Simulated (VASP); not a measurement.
Here is a VASP 6.6.1 calculation.

File INCAR:

```
SYSTEM = Mg8O7
  PREC = Accurate
  ENCUT = 600
  EDIFF = 1E-6
  ISMEAR = 0
  SIGMA = 0.1
  LREAL = Auto
  LASPH = .TRUE.
  NELM = 60
  ALGO = Normal
  ISIF = 3
  LWAVE = .FALSE.
  LCHARG = .FALSE.
  GGA = PE
  IBRION = 2
  NSW = 70
  EDIFFG = -0.04
  ISYM = 0
```

Contents of KPOINTS:

```
Automatic mesh
0
G
  3 3 3
  0 0 0
```

POSCAR

```
Mg8O7
1.0
   -4.2537045194      4.2537045194      0.0000000000
    0.0000000000      4.2537045194     -4.2537045194
   -4.2537045194      0.0000000000     -4.2537045194
Mg O
8 7
Direct
    0.0069414203      0.9955806153      0.5026591820
    0.0053564672      0.4965354223      0.4999742202
    0.9998566330      0.9992458467      0.0073020388
    0.9957730432      0.5036855843      0.9970278371
    0.4956100426      0.0064913985      0.5047007917
    0.5024709089      0.5034252314      0.4963254461
    0.4975361129      0.0051554928      0.0028375584
    0.4966366456      0.4931098397      0.0043445580
    0.2433781722      0.7544945248      0.7475171439
    0.2556230354      0.2374424500      0.7551502300
    0.2476223300      0.7521354521      0.2440737486
    0.7513808114      0.7441113361      0.7530522353
    0.7427009689      0.2524062572      0.7567491260
    0.7495242097      0.7493276064      0.2522385448
    0.7504348314      0.2485658085      0.2520998232
```

Potentials or basis: VASP PAW PBE potentials, release 64 (Mg, O).

Run with:

```bash
$ cat potpaw_PBE.64/Mg/POTCAR potpaw_PBE.64/O/POTCAR > POTCAR
$ mpirun -np 1 vasp_std > vasp.out
```

Task: What does it give for the space group after relaxing (to 0.1 Å)?

Result: Fm-3m (No. 225).

Task: Estimate the relaxed cell.

Result: a = 6.033 Å, b = 6.031 Å, c = 6.034 Å, α = 60.01°, β = 59.97°, γ = 60.01°.

Task: What does it give for the relaxed volume?

Result: 10.35 Å³/atom.

Task: Predict the band gap on the k mesh.

Result: 2.76 eV (least direct gap 3.15 eV).

Forces in eV/Å, atoms in the order of the input:
```
Mg  -0.004 -0.006  0.005
Mg  -0.005  0.008 -0.013
Mg  -0.012  0.018  0.004
Mg  -0.016  0.002  0.003
Mg   0.022 -0.001 -0.013
Mg  -0.004 -0.004 -0.002
Mg   0.013 -0.002  0.001
Mg  -0.002  0.011 -0.003
O    0.007 -0.007  0.009
O   -0.001  0.003  0.006
O    0.000 -0.005 -0.005
O   -0.011  0.004  0.010
O    0.008 -0.006 -0.004
O   -0.002 -0.010  0.003
O    0.008 -0.004 -0.001
```

Caveat: the k points lie up to 0.43 Å⁻¹ apart in the final cell. A k mesh can miss the band edges.
